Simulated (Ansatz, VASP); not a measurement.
Two plane-wave programs on Sr

```
CELL_PARAMETERS angstrom
4.19454 0.00000 0.00000
-2.09727 3.63258 0.00000
0.00000 0.00000 6.87853
ATOMIC_POSITIONS crystal
Sr 0.16645 0.66667 0.21758
Sr 0.83355 0.33333 0.78242
```

Change from the starting cell: mode 4 frozen in at -0.700 Å and mode 6 at -0.223 Å (largest displacements).

Alike in both runs: task single point; functional PBEsol; k mesh 12 × 12 × 8; occupations gaussian, width 0.15 eV; no spin polarisation.

```csv
,VASP,Ansatz
version,VASP 6.6.1,Ansatz 0.2.0
potentials or method,"VASP PAW PBE potentials, release 64 (Sr_sv), cutoff 520 eV","scalar-relativistic, plane waves, PAW"
valence electrons in the cell,20,20
```

```tsv
	VASP	Ansatz	Ansatz less VASP
gap on the k mesh at the Fermi level (eV)	none	none	-
pressure (GPa)	0.6	0.5	-0.02
traceless stress, the component that is largest in VASP (GPa)	2.39	2.38	-0.011
rms of the force components (eV/Å)	0.639	0.636	-0.0029
```

VASP's potentials were made for PBE, not for PBEsol. Atom by atom the forces differ by 0.003 eV/Å (rms over components). A gap of «none» marks a metal or a gap that the smearing closes.
